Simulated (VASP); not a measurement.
Input of a VASP 6.6.1 run:

Contents of INCAR:

```
SYSTEM = Be4ZnTe
PREC = Accurate
ENCUT = 600
EDIFF = 1E-7
ISMEAR = 0
SIGMA = 0.1
LREAL = .FALSE.
LASPH = .TRUE.
NELM = 120
ALGO = Normal
ISIF = 3
LWAVE = .FALSE.
LCHARG = .FALSE.
GGA = PE
IBRION = 2
NSW = 100
EDIFFG = -0.01
GGA_COMPAT = .FALSE.
NELMIN = 4
```

Contents of KPOINTS:

```
Automatic mesh
0
G
  12 12 6
  0 0 0
```

Contents of POSCAR:

```
Be4ZnTe
1.0
    3.7815352326      0.0000000000      0.0000000000
   -1.8907676163      3.2749055767      0.0000000000
    0.0000000000      0.0000000000      7.1150666168
Be Zn Te
4 1 1
Direct
    0.0004745182      0.3327449008      0.5845005395
    0.3333333333      0.6666666667      0.8496262868
    0.6672550992      0.6677296174      0.5845005395
    0.3322703826      0.9995254818      0.5845005395
    0.6666666667      0.3333333333      0.2958792906
    0.0000000000      0.0000000000      0.0109928042
```

Potentials or basis: VASP PAW PBE potentials, release 64 (Be, Zn, Te).

Command:

```bash
$ cat potpaw_PBE.64/Be/POTCAR potpaw_PBE.64/Zn/POTCAR potpaw_PBE.64/Te/POTCAR > POTCAR
$ mpirun -np 1 vasp_std > vasp.out
```

(1) What does it give for the space group after relaxing (to 0.1 Å)?

(2) What does it give for the relaxed cell?

(3) Estimate the band gap on the k mesh.

(4) Predict the relaxed volume.

Results:

(1) P3 (No. 143).

(2) a = 3.773 Å, b = 3.773 Å, c = 7.151 Å, α = 90.00°, β = 90.00°, γ = 120.00°.

(3) zero (bands 13 and 14 overlap by 2.42 eV).

(4) 14.70 Å³/atom.

Caveat: spin-orbit coupling is left out, which moves the levels of the heavy elements.
